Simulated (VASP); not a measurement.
AlCu3: single point with PBEsol

AlCu3:

```
Al Cu
1.0
     5.14460    0.00000    0.00000
    -2.57230    4.45535    0.00000
     0.00000    0.00000    4.17613
Al Cu
2 6
Direct
  0.66667 0.33333 0.25000
  0.33333 0.66667 0.75000
  0.33057 0.16528 0.75000
  0.83472 0.16528 0.75000
  0.83472 0.66943 0.75000
  0.66943 0.83472 0.25000
  0.16528 0.83472 0.25000
  0.16528 0.33057 0.25000
```

```
Program             : VASP 6.6.1
Task                : single point
Functional          : PBEsol
Potentials or basis : VASP PAW PBE potentials, release 64 (Al, Cu)
Cutoff              : 520 eV
k mesh              : 12 × 12 × 8
Occupations         : fermi-dirac, width 0.15 eV
Spin                : no spin polarisation
```

The pressure is 0.5 GPa and the band gap on the k mesh is zero (band 36 reaches 10.29 eV, above the bottom of band 37 at 7.69 eV).

Levels at points of the mesh, in eV from the Fermi level:
| k point | band 33 | band 34 | band 35 | band 36 | band 37 | band 38 | band 39 | band 40 |
| --- | --- | --- | --- | --- | --- | --- | --- | --- |
| (0.00, 0.00, 0.00) | -1.81 | -1.34 | -1.34 | -0.78 | -0.06 | -0.06 | 1.62 | 4.79 |
| (0.50, 0.00, 0.00) | -2.27 | -1.30 | 0.59 | 1.04 | 1.88 | 2.59 | 3.30 | 3.66 |
| (0.00, 0.00, 0.50) | -1.29 | -1.29 | -1.29 | -1.29 | -0.86 | -0.86 | 2.57 | 2.57 |
| (0.50, 0.00, 0.50) | -2.33 | -2.33 | -0.91 | -0.91 | -0.66 | -0.66 | 5.33 | 5.33 |

It took 8.6 min on 1 thread of Intel(R) Xeon(R) Platinum 8259CL CPU @ 2.50GHz (Skylake/Cascade Lake) (shared host), peak memory 0.43 GiB.

Caveat: the PAW data sets were made with another functional, which shifts forces and pressure a little.
